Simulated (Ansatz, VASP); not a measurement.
## Ir in VASP and in Ansatz

File INCAR:

```
SYSTEM = Ir
PREC     = Accurate       ! precision mode
ENCUT    = 520            ! plane-wave cutoff, eV
EDIFF    = 1E-7           ! SCF threshold, eV
ISMEAR   = -1             ! smearing method
SIGMA    = 0.1            ! smearing width, eV
LREAL    = .False.        ! projectors in reciprocal space
LASPH    = .True.         ! aspherical terms in the spheres
NELM     = 60             ! most SCF steps
ALGO     = Normal         ! electronic algorithm
ISIF     = 2              ! what is computed and relaxed
LWAVE    = .False.        ! write WAVECAR
LCHARG   = .False.        ! write CHGCAR
GGA      = CA             ! functional
NBANDS   = 16             ! bands
```

KPOINTS

```
regular mesh
0
Gamma
  13 13 13
  0 0 0
```

The input POSCAR:

```
Ir
1.0
    0.0000000000      2.2836419518      2.2836419518
    2.2836419518      0.0000000000      2.2836419518
    2.2836419518      2.2836419518      0.0000000000
Ir
2
Direct
   -0.1250000000     -0.1250000000     -0.1250000000
    0.1250000000      0.1250000000      0.1250000000
```

Input for Ansatz:

```yaml
crystal:
  lattice:
    - [0.0, 2.2836419518, 2.2836419518]
    - [2.2836419518, 0.0, 2.2836419518]
    - [2.2836419518, 2.2836419518, 0.0]
  atoms:
    - { symbol: Ir, position: [-0.125, -0.125, -0.125] }
    - { symbol: Ir, position: [0.125, 0.125, 0.125] }
kpoints:
  mp_grid: { grid: [13, 13, 13] }
scf:
  occupations: { method: fermi_dirac, width: 0.1 }
hamiltonian:
  xc: lda
  pseudopotentials: { kind: all_electron, lapw: { basis_error: 0.001 } }
output:
  forces: true
  stress: true
  eigenvalues: true
  populations: true
```

Change from the starting cell: volume scaled by 0.58, LAPW.

Alike in both runs: task single point; functional LDA; k mesh 13 × 13 × 13; occupations fermi-dirac, width 0.1 eV; no spin polarisation.

|  | VASP | Ansatz |
| --- | --- | --- |
| version | VASP 6.6.1 | Ansatz 0.2.0 |
| potentials or method | VASP PAW LDA potentials, release 64 (Ir), cutoff 520 eV | all-electron LAPW, scalar-relativistic |

VASP gave:

| Property | Result |
| --- | --- |
| pressure (GPa) | 367.5 |

Question: What did Ansatz give for the same quantities?

Answer: Pressure (GPa): 417.2.

LDA's correlation is that of Perdew and Zunger in VASP and of Perdew and Wang (1992) in Ansatz. The pressures are high and differ by over a tenth, so treat them with care. Ansatz ran all-electron here, and VASP with PAW potentials.

Spin-orbit coupling is off throughout. Noted on VASP's run: the cell as given lies far from equilibrium.
